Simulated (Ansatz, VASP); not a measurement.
## Na in VASP and in Ansatz

The input INCAR:

```
  PREC = Accurate
  ENCUT = 520
  EDIFF = 1E-7
  ISMEAR = 0
  SIGMA = 0.15
  LREAL = False
  LASPH = True
  NELM = 100
  ALGO = Fast
  ISIF = 2
  LWAVE = False
  LCHARG = False
  GGA = PS
  NBANDS = 14
```

KPOINTS

```
regular mesh
0
Gamma
  12 12 10
```

POSCAR

```
Na
1.0
    0.0000000000     -3.6962086161      0.0000000000
   -3.6962086161      0.0000000000      0.0000000000
    0.0000000000      0.0000000000     -5.1808230877
Na
2
Direct
    0.5000000000      0.6094671979      0.5000000000
    0.0000000000     -0.1094671979      0.0000000000
```

Input for Ansatz:

```yaml
crystal:
  lattice:
    - [0.0, -3.6962086161, 0.0]
    - [-3.6962086161, 0.0, 0.0]
    - [0.0, 0.0, -5.1808230877]
  atoms:
    - { symbol: Na, position: [0.5, 0.6094671979, 0.5] }
    - { symbol: Na, position: [0.0, -0.1094671979, 0.0] }
basis:
  ecutwfc: 520.0
kpoints:
  mp_grid: { grid: [12, 12, 10] }
hamiltonian:
  xc: pbesol
scf:
  occupations: { method: gaussian, width: 0.15 }
output:
  forces: true
  stress: true
  eigenvalues: true
```

Change from the starting cell: mode 4 frozen in at -0.408 Å, equal normal strain along x, y and z -0.0083.

Alike in both runs: task single point; functional PBEsol; k mesh 12 × 12 × 10; occupations gaussian, width 0.15 eV; no spin polarisation.

|  | VASP | Ansatz |
| --- | --- | --- |
| version | VASP 6.6.1 | Ansatz 0.2.0 |
| potentials or method | VASP PAW PBE potentials, release 64 (Na_pv), cutoff 520 eV | scalar-relativistic, plane waves, PAW |
| valence electrons in the cell | 14 | 18 |

```tsv
	VASP	Ansatz	Ansatz less VASP
gap on the k mesh at the Fermi level (eV)	none	none	-
pressure (GPa)	0.6	0.6	-0.03
traceless stress, the component that is largest in VASP (GPa)	-1.07	-1.07	+0.001
rms of the force components (eV/Å)	0.143	0.143	-0.0002
```

VASP's potentials were made for PBE, not for PBEsol. Atom by atom the forces differ by 0.000 eV/Å (rms over components). A gap of «none» marks a metal or a gap that the smearing closes. The functional is the same, so the differences come from potentials, cutoffs and numerics. VASP's potentials hold 14 valence electrons a cell and Ansatz's 18, so a difference there can come from the potentials and not from the codes.
